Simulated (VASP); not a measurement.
# LiNbO3 (R-3c) in VASP: further runs

Runs on LiNbO3. Level: PBE. Tasks: single point.

Program: VASP 6.6.1. These are calculated values, not measurements. Logs are shortened: lines on timing, memory, paths and dates and some standing lists are left out, and cuts for length are marked.

## 1. The cell of the first run

It takes space group R-3c (No. 167, trigonal). The conventional cell has a = 4.915 Å, b = 4.915 Å, c = 15.578 Å, α = 90.00°, β = 90.00°, γ = 120.00°. Within 2.5 Å of Li (site symmetry 32) lie 3 O at 1.87 Å. Nb (site symmetry -3) has 6 O at 2.01 Å within 2.7 Å. Within 2.5 Å of O (site symmetry 2) lie 1 Li at 1.87 Å and 2 Nb at 2.01 Å.

## 2. Single point, PBE (10.86 Å³/atom, c/a of the conventional cell at fixed volume 3.1695)

Contents of INCAR:

```
  PREC = Accurate
  ENCUT = 520
  EDIFF = 1E-6
  ISMEAR = 0
  SIGMA = 0.05
  LREAL = False
  LASPH = True
  NELM = 100
  ALGO = Normal
  ISIF = 2
  LWAVE = False
  LCHARG = False
  GGA = PE
  NBANDS = 45
```

Contents of KPOINTS:

```
Automatic mesh
0
Gamma
  6 6 6
```

Contents of POSCAR:

```
LiNbO3
1.0
    2.4575426624      1.4188629177      5.1927876456
   -2.4575426624      1.4188629177      5.1927876456
    0.0000000000     -2.8377258353      5.1927876456
Li Nb O
2 2 6
Direct
    0.2500000000      0.2500000000      0.2500000000
    0.7500000000      0.7500000000      0.7500000000
    0.0000000000      0.0000000000      0.0000000000
    0.5000000000      0.5000000000      0.5000000000
    0.1303353734      0.3696646266      0.7500000000
    0.7500000000      0.1303353734      0.3696646266
    0.3696646266      0.7500000000      0.1303353734
    0.8696646266      0.6303353734      0.2500000000
    0.2500000000      0.8696646266      0.6303353734
    0.6303353734      0.2500000000      0.8696646266
```

Potentials or basis: VASP PAW PBE potentials, release 64 (Li_sv, Nb_sv, O).

Run with:

```
cat potpaw_PBE.64/Li_sv/POTCAR potpaw_PBE.64/Nb_sv/POTCAR potpaw_PBE.64/O/POTCAR > POTCAR
mpirun -np 1 vasp_std > vasp.out
```

OUTCAR:

```text
PREC = Accurate
   ENCUT = 520
   EDIFF = 1E-6
   ISMEAR = 0
   LREAL = False
   LASPH = True
   NELM = 100
   ISIF = 2
   GGA = PE

 ion  position               nearest neighbor table
   1  0.250  0.250  0.250-   9 1.87  10 1.87   8 1.87
   2  0.750  0.750  0.750-   6 1.87   7 1.87   5 1.87
   3  0.000  0.000  0.000-   6 2.01   9 2.01   8 2.01   5 2.01   7 2.01  10 2.01
   4  0.500  0.500  0.500-   7 2.01  10 2.01   8 2.01   5 2.01   9 2.01   6 2.01
   5  0.130  0.370  0.750-   2 1.87   3 2.01   4 2.01
   6  0.750  0.130  0.370-   2 1.87   3 2.01   4 2.01
   7  0.370  0.750  0.130-   2 1.87   4 2.01   3 2.01
   8  0.870  0.630  0.250-   1 1.87   3 2.01   4 2.01
   9  0.250  0.870  0.630-   1 1.87   3 2.01   4 2.01
  10  0.630  0.250  0.870-   1 1.87   4 2.01   3 2.01

  LATTYP: Found a trigonal (rhomboedric) cell.
 ALAT       =     5.9175781743
 COS(alpha) =     0.6550595548

  Lattice vectors:

 A1 = (   2.4575426624,   1.4188629177,   5.1927876456)
 A2 = (  -2.4575426624,   1.4188629177,   5.1927876456)
 A3 = (   0.0000000000,  -2.8377258353,   5.1927876456)

Analysis of symmetry for initial positions (statically):
=====================================================================
 Subroutine PRICEL returns:
 Original cell was already a primitive cell.

 Routine SETGRP: Setting up the symmetry group for a
 trigonal (rhombohedral) supercell.

 Subroutine GETGRP returns: Found 12 space group operations
 (whereof  6 operations were pure point group operations)
 out of a pool of 12 trial point group operations.

The static configuration has the point symmetry S_6 .
 The point group associated with its full space group is D_3d.

Analysis of symmetry for dynamics (positions and initial velocities):
=====================================================================
 Subroutine PRICEL returns:
 Original cell was already a primitive cell.

 Routine SETGRP: Setting up the symmetry group for a
 trigonal (rhombohedral) supercell.

 Subroutine GETGRP returns: Found 12 space group operations
 (whereof  6 operations were pure point group operations)
 out of a pool of 12 trial point group operations.

The dynamic configuration has the point symmetry S_6 .
 The point group associated with its full space group is D_3d.

 Subroutine INISYM returns: Found 12 space group operations
 (whereof  6 operations are pure point group operations),
 and found     1 'primitive' translations

----------------------------------------------------------------------------------------

                                     Primitive cell

  volume of cell :     108.6409

  direct lattice vectors                    reciprocal lattice vectors
     2.457542662  1.418862918  5.192787646     0.203455268  0.117464954  0.064191597
    -2.457542662  1.418862918  5.192787646    -0.203455268  0.117464954  0.064191597
     0.000000000 -2.837725835  5.192787646     0.000000000 -0.234929907  0.064191597

  length of vectors
     5.917578174  5.917578174  5.917578174     0.243541829  0.243541829  0.243541829

  position of ions in fractional coordinates (direct lattice)
     0.250000000  0.250000000  0.250000000
     0.750000000  0.750000000  0.750000000
     0.000000000  0.000000000  0.000000000
     0.500000000  0.500000000  0.500000000
     0.130335373  0.369664627  0.750000000
     0.750000000  0.130335373  0.369664627
     0.369664627  0.750000000  0.130335373
     0.869664627  0.630335373  0.250000000
     0.250000000  0.869664627  0.630335373
     0.630335373  0.250000000  0.869664627

  ion indices of the primitive-cell ions
   primitive index   ion index
                 1           1
                 2           2
                 3           3
                 4           4
                 5           5
                 6           6
                 7           7
                 8           8
                 9           9
                10          10

----------------------------------------------------------------------------------------

 KPOINTS: Automatic mesh

Automatic generation of k-mesh.
 Grid dimensions read from file:
 generate k-points for:    6    6    6

 Generating k-lattice:

  Cartesian coordinates                     Fractional coordinates (reciprocal lattice)
     0.033909211  0.019577492  0.010698600     0.166666667 -0.000000000 -0.000000000
    -0.033909211  0.019577492  0.010698600    -0.000000000  0.166666667 -0.000000000
     0.000000000 -0.039154985  0.010698600     0.000000000  0.000000000  0.166666667

  Length of vectors
     0.040590305  0.040590305  0.040590305

  Shift w.r.t. Gamma in fractional coordinates (k-lattice)
     0.000000000  0.000000000  0.000000000

 Subroutine IBZKPT returns following result:
 ===========================================

 Found     32 irreducible k-points:

 Following reciprocal coordinates:
            Coordinates               Weight
  0.000000  0.000000  0.000000      1.000000
  0.166667 -0.000000 -0.000000      6.000000
  0.333333 -0.000000  0.000000      6.000000
  0.500000  0.000000 -0.000000      3.000000
  0.166667  0.166667 -0.000000      6.000000
  0.333333  0.166667 -0.000000     12.000000
[... 16 lines left out ...]
  0.500000  0.500000  0.166667      6.000000
 -0.333333  0.500000  0.166667     12.000000
 [... further k-points ...]
   k-points           NKPTS =     32   k-points in BZ     NKDIM =     32   number of bands    NBANDS=     45
   number of dos      NEDOS =    301   number of ions     NIONS =     10
   total plane-waves  NPLWV = 110592
   dimension x,y,z NGX =    48 NGY =   48 NGZ =   48
   dimension x,y,z NGXF=    96 NGYF=   96 NGZF=   96
   ions per type =               2   2   6
   NGX,Y,Z   is equivalent  to a cutoff of  13.48, 13.48, 13.48 a.u.
   NGXF,Y,Z  is equivalent  to a cutoff of  26.97, 26.97, 26.97 a.u.
 SYSTEM =  unknown system
   PREC   = accura    normal or accurate (medium, high low for compatibility)
   ISTART =      0    job   : 0-new  1-cont  2-samecut
   ICHARG =      2    charge: 1-file 2-atom 10-const
   ISPIN  =      1    spin polarized calculation?
   LNONCOLLINEAR =      F non collinear calculations
   LSORBIT =      F    spin-orbit coupling
   LASPH  =      T    aspherical Exc in radial PAW
   ENCUT  =  520.0 eV  38.22 Ry    6.18 a.u.  11.00 11.00 11.00*2*pi/ulx,y,z
   NELM   =    100;   NELMIN=  2; NELMDL= -5     # of ELM steps
   EDIFF  = 0.1E-05   stopping-criterion for ELM
   LREAL  =      F    real-space projection
   EDIFFG = 0.1E-04   stopping-criterion for IOM
   NSW    =      0    number of steps for IOM
   IBRION =     -1    ionic relax: 0-MD 1-quasi-New 2-CG
   NFREE  =      0    steps in history (QN), initial steepest desc. (CG)
   ISIF   =      2    stress and relaxation
   ISYM   =      2    0-nonsym 1-usesym 2-fastsym
   POTIM  = 0.5000    time-step for ionic-motion
   TEBEG  =    0.0;   TEEND  =   0.0 temperature during run
   PSTRESS=    0.0 pullay stress
   NELECT =      68.0000    total number of electrons
   NUPDOWN=      -1.0000    fix difference up-down
   EMIN   =  10.00;   EMAX   =-10.00  energy-range for DOS
   EFERMI =   0.00;   METHOD = LEGACY
   ISMEAR =     0;   SIGMA  =   0.05  broadening in eV -4-tet -1-fermi 0-gaus
   EFERMI_NEDOS =   21; number of points for ismear=-14 and -15
   IALGO  =     38    algorithm
   IMIX   =      4    mixing-type and parameters
     AMIX     =   0.40;   BMIX     =  1.00
     AMIX_MAG =   1.60;   BMIX_MAG =  1.00
  volume/ion in A,a.u.               =      10.86        73.31
  Fermi-wavevector in a.u.,A,eV,Ry     =   1.400383  2.646339 26.681995  1.961071
  Thomas-Fermi vector in A             =   2.523349
   LORBIT       =      0    0 simple, 1 ext, 2 COOP (PROOUT), +10 PAW based schemes
   GGA     = PE    functional components
   LHFCALC =     F    Hartree Fock is set to
   AEXX    =    0.0000 exact exchange contribution
   IVDW    =     0    specifies the selected vdW correction
   LEPSILON=     F    determine dielectric tensor
   LRPA    =     F    only Hartree local field effects (RPA)
 non-spin polarized calculation
 Gauss-broadening in eV      SIGMA  =   0.05
  energy-cutoff  :      520.00
  volume of cell :      108.64
 maximum number of plane-waves:      2947
 NGX is ok and might be reduce to    48

 number of electron      68.0000009 magnetization

 Free energy of the ion-electron system (eV)
  ---------------------------------------------------
  ext. energy  EPLUGINS =         0.00000000
  ---------------------------------------------------
  free energy    TOTEN  =       -78.44275238 eV

  energy without entropy =      -78.44275238  energy(sigma->0) =      -78.44275238

 E-fermi :   4.1307     XC(G=0): -10.6633

 val. band max:        3.8022514909   @ k =   0.0000   0.0000   0.0000
 cond. band min:       5.6708315387   @ k =   0.5000   0.5000  -0.0000
 fundamental gap:      1.8685800477
 Fermi energy:         4.1306978285

 k-point     1 :       0.0000    0.0000    0.0000
  band No.  band energies     occupation
      1     -51.1714      2.00000
      2     -51.1600      2.00000
      3     -38.9996      2.00000
      4     -38.9981      2.00000
      5     -27.3404      2.00000
      6     -27.3404      2.00000
[... 37 lines left out ...]
     44      14.0121      0.00000
     45      14.5503      0.00000

 k-point     2 :       0.1667   -0.0000   -0.0000
  band No.  band energies     occupation
      1     -51.1706      2.00000
      2     -51.1608      2.00000
      3     -38.9995      2.00000
      4     -38.9983      2.00000
      5     -27.3340      2.00000
      6     -27.3332      2.00000
[... 37 lines left out ...]
     44      13.6538      0.00000
     45      14.0312      0.00000

 k-point     3 :       0.3333   -0.0000    0.0000
  band No.  band energies     occupation
      1     -51.1685      2.00000
      2     -51.1628      2.00000
      3     -38.9993      2.00000
      4     -38.9985      2.00000
      5     -27.3156      2.00000
      6     -27.3132      2.00000
[... 37 lines left out ...]
     44      12.8737      0.00000
     45      13.0823      0.00000

 k-point     4 :       0.5000    0.0000   -0.0000
  band No.  band energies     occupation
      1     -51.1657      2.00000
      2     -51.1657      2.00000
      3     -38.9989      2.00000
      4     -38.9989      2.00000
      5     -27.2881      2.00000
      6     -27.2881      2.00000
[... 901 lines left out ...]
     44      12.9549      0.00000
     45      13.1778      0.00000

 k-point    23 :       0.5000    0.5000    0.1667
  band No.  band energies     occupation
      1     -51.1673      2.00000
      2     -51.1640      2.00000
      3     -38.9992      2.00000
      4     -38.9987      2.00000
      5     -27.3409      2.00000
      6     -27.3378      2.00000
[... 37 lines left out ...]
     44      12.8944      0.00000
     45      13.0515      0.00000

 k-point    24 :      -0.3333    0.5000    0.1667
  band No.  band energies     occupation
      1     -51.1666      2.00000
      2     -51.1647      2.00000
      3     -38.9991      2.00000
      4     -38.9988      2.00000
      5     -27.3475      2.00000
      6     -27.3447      2.00000
[... 37 lines left out ...]
     44      12.8975      0.00000
     45      13.2728      0.00000

 [... further k-points ...]
[... 5 lines left out ...]
  --------------------------------------------------------------------------------------
  -------------------------------------------------------------------------------------
  Total        7.2145408      7.2145408    -14.8748989      0.0000000     -0.0000000      0.0000000
  in kB      106.3961618    106.3961618   -219.3669963      0.0000000     -0.0000000      0.0000000
  external PRESSURE =      -2.1915575 kB  Pullay stress =       0.0000000 kB

 VOLUME and BASIS-vectors are now :
 -----------------------------------------------------------------------------
  energy-cutoff  :      520.00
  volume of cell :      108.64
      direct lattice vectors                 reciprocal lattice vectors
     2.457542662  1.418862918  5.192787646     0.203455268  0.117464954  0.064191597
    -2.457542662  1.418862918  5.192787646    -0.203455268  0.117464954  0.064191597
     0.000000000 -2.837725835  5.192787646     0.000000000 -0.234929907  0.064191597

 POSITION                                       TOTAL-FORCE (eV/Angst)
 -----------------------------------------------------------------------------------
      0.00000      0.00000      3.89459        -0.000000     -0.000000     -0.000000
      0.00000      0.00000     11.68377        -0.000000     -0.000000     -0.000000
      0.00000      0.00000      0.00000        -0.000000     -0.000000     -0.000000
      0.00000      0.00000      7.78918        -0.000000     -0.000000     -0.000000
     -0.58816     -1.41886      6.49098        -0.108235     -0.000000      0.000000
      1.52285      0.20007      6.49098         0.054117     -0.093734     -0.000000
     -0.93469      1.21879      6.49098         0.054117      0.093734     -0.000000
      0.58816      1.41886      9.08738         0.108235     -0.000000     -0.000000
     -1.52285     -0.20007      9.08738        -0.054117      0.093734     -0.000000
      0.93469     -1.21879      9.08738        -0.054117     -0.093734     -0.000000
 -----------------------------------------------------------------------------------
    total drift:                               -0.000000     -0.000000     -0.000000

  FREE ENERGIE OF THE ION-ELECTRON SYSTEM (eV)
  ---------------------------------------------------
  free  energy   TOTEN  =       -78.4427523760 eV

  energy  without entropy=      -78.4427523760  energy(sigma->0) =      -78.44275238
```

Run time: 3.2 min. Hardware: 1 thread of Intel Xeon 6975P-C (Granite Rapids), shared host; peak memory 0.36 GiB.

What came out:

- Free energy: -78.4428 eV
- Largest force: 0.108 eV/Å
- Band gap on the k mesh: 1.87 eV (least direct gap 1.96 eV)

Forces in eV/Å, atoms in the order of the input:
```
Li   0.000  0.000  0.000
Li   0.000  0.000  0.000
Nb   0.000  0.000  0.000
Nb   0.000  0.000  0.000
O   -0.108  0.000  0.000
O    0.054 -0.094  0.000
O    0.054  0.094  0.000
O    0.108  0.000  0.000
O   -0.054  0.094  0.000
O   -0.054 -0.094  0.000
```

Caveat: the cell differs from its parent crystal (c/a of the conventional cell at fixed volume 3.1695); the cutoff is under 1.25 times the usual one of these potentials, so pressure, stress and relaxed cells hold a basis-set (Pulay) error. A k mesh can miss the band edges.

## 3. Single point, PBE

This run uses another cell than the first one, of the same volume but with other edges.

Contents of INCAR:

```
SYSTEM = LiNbO3
ALGO = Normal ; EDIFF = 1E-7
ENCUT = 520 ; GGA = PE
ISIF = 2 ; ISMEAR = 0
LASPH = .True. ; LCHARG = .False.
LREAL = .False. ; LWAVE = .False.
NBANDS = 45 ; NELM = 80
PREC = Accurate ; SIGMA = 0.05
```

Contents of KPOINTS:

```
k-points
0
Gamma
  6 6 6
  0 0 0
```

Contents of POSCAR:

```
LiNbO3
1.0
    2.5559574486      1.4756827210      4.8005992799
   -2.5559574486      1.4756827210      4.8005992799
    0.0000000000     -2.9513654419      4.8005992799
Li Nb O
2 2 6
Direct
    0.2500000000      0.2500000000      0.2500000000
    0.7500000000      0.7500000000      0.7500000000
    0.0000000000      0.0000000000      0.0000000000
    0.5000000000      0.5000000000      0.5000000000
    0.1111894848      0.3888105152      0.7500000000
    0.7500000000      0.1111894848      0.3888105152
    0.3888105152      0.7500000000      0.1111894848
    0.8888105152      0.6111894848      0.2500000000
    0.2500000000      0.8888105152      0.6111894848
    0.6111894848      0.2500000000      0.8888105152
```

Potentials or basis: VASP PAW PBE potentials, release 64 (Li_sv, Nb_sv, O).

Run with:

```
cat potpaw_PBE.64/Li_sv/POTCAR potpaw_PBE.64/Nb_sv/POTCAR potpaw_PBE.64/O/POTCAR > POTCAR
mpirun -np 1 vasp_std > vasp.out
```

Wall time 2.5 min (1 thread of Intel Xeon 6975P-C (Granite Rapids), shared host); peak memory 0.31 GiB.

The run converged. Its results:

```yaml
Free_energy: -79.3429 eV
Largest_force: 0.942 eV/Å
Band_gap_on_the_k_mesh: 2.38 eV (least direct gap 2.45 eV)
```

Forces in eV/Å, atoms in the order of the input:
```
Li   0.000  0.000  0.000
Li   0.000  0.000  0.000
Nb   0.000  0.000  0.000
Nb   0.000  0.000  0.000
O    0.942  0.000  0.000
O   -0.471  0.816  0.000
O   -0.471 -0.816  0.000
O   -0.942  0.000  0.000
O    0.471 -0.816  0.000
O    0.471  0.816  0.000
```

Levels at points of the mesh, in eV from the valence-band top:
```
           k point  band 32  band 33  band 34  band 35  band 36  band 37
(0.00, 0.00, 0.00)    -0.08    -0.02    -0.02     2.43     2.43     2.75
(0.50, 0.00, 0.00)    -0.32    -0.19    -0.19     3.75     3.75     3.81
(0.50, 0.50, 0.00)    -0.40    -0.40    -0.34     2.38     3.16     3.47
(0.50, 0.50, 0.50)    -0.17    -0.17    -0.17     4.04     4.04     4.07
```

Caveat: the cell differs from its parent crystal (atoms shifted along a free coordinate, c/a of the conventional cell at fixed volume 2.8173); the cutoff is under 1.25 times the usual one of these potentials, so pressure, stress and relaxed cells hold a basis-set (Pulay) error. A k mesh can miss the band edges.

## 4. Single point, PBE

Contents of INCAR:

```
SYSTEM = LiNbO3
  PREC = Accurate
  ENCUT = 520
  EDIFF = 1E-6
  ISMEAR = 0
  SIGMA = 0.05
  LREAL = .False.
  LASPH = .True.
  NELM = 100
  ALGO = Normal
  ISIF = 2
  LWAVE = .False.
  LCHARG = .False.
  GGA = PE
  NBANDS = 45
```

Contents of KPOINTS:

```
regular mesh
0
Gamma
  6 6 6
  0 0 0
```

POSCAR: that of step 3 with these lines changed.

```diff
@@ -2,5 +2,5 @@
 1.0
-    2.5559574486      1.4756827210      4.8005992799
-   -2.5559574486      1.4756827210      4.8005992799
-    0.0000000000     -2.9513654419      4.8005992799
+    2.4575426624      1.4188629177      5.1927876456
+   -2.4575426624      1.4188629177      5.1927876456
+    0.0000000000     -2.8377258353      5.1927876456
 Li Nb O
```

Run with:

```
cat potpaw_PBE.64/Li_sv/POTCAR potpaw_PBE.64/Nb_sv/POTCAR potpaw_PBE.64/O/POTCAR > POTCAR
mpirun -np 1 vasp_std > vasp.out
```

It took 3.2 min on 1 thread of Intel Xeon 6975P-C (Granite Rapids), shared host; peak memory 0.36 GiB.

Results (log left out):

- Free energy: -78.2037 eV
- Largest force: 1.021 eV/Å
- Band gap on the k mesh: 1.88 eV (least direct gap 1.96 eV)

Forces in eV/Å, atoms in the order of the input:
```
Li   0.000  0.000  0.000
Li   0.000  0.000  0.000
Nb   0.000  0.000  0.000
Nb   0.000  0.000  0.000
O    1.021  0.000  0.000
O   -0.510  0.884  0.000
O   -0.510 -0.884  0.000
O   -1.021  0.000  0.000
O    0.510 -0.884  0.000
O    0.510  0.884  0.000
```

Levels at points of the mesh, in eV from the valence-band top:
| k point | band 30 | band 31 | band 32 | band 33 | band 34 | band 35 | band 36 | band 37 | band 38 | band 39 |
| --- | --- | --- | --- | --- | --- | --- | --- | --- | --- | --- |
| (0.00, 0.00, 0.00) | -0.68 | -0.33 | -0.33 | 0.00 | 0.00 | 1.96 | 1.96 | 2.58 | 3.73 | 3.73 |
| (0.50, 0.00, 0.00) | -0.71 | -0.58 | -0.58 | -0.39 | -0.39 | 3.25 | 3.25 | 3.34 | 3.34 | 3.72 |
| (0.50, 0.50, 0.00) | -1.00 | -0.99 | -0.88 | -0.44 | -0.43 | 1.88 | 2.78 | 3.12 | 3.36 | 4.10 |
| (0.50, 0.50, 0.50) | -0.96 | -0.14 | -0.14 | -0.14 | -0.14 | 3.59 | 3.59 | 3.59 | 3.59 | 3.97 |

Caveat: the cell differs from its parent crystal (atoms shifted along a free coordinate, c/a of the conventional cell at fixed volume 3.1695); the cutoff is under 1.25 times the usual one of these potentials, so pressure, stress and relaxed cells hold a basis-set (Pulay) error; forces of over 1 eV/Å act on the atoms, so gaps and moduli don't describe the material at rest. A k mesh can miss the band edges.

(Part 1 of 2 ends here.)
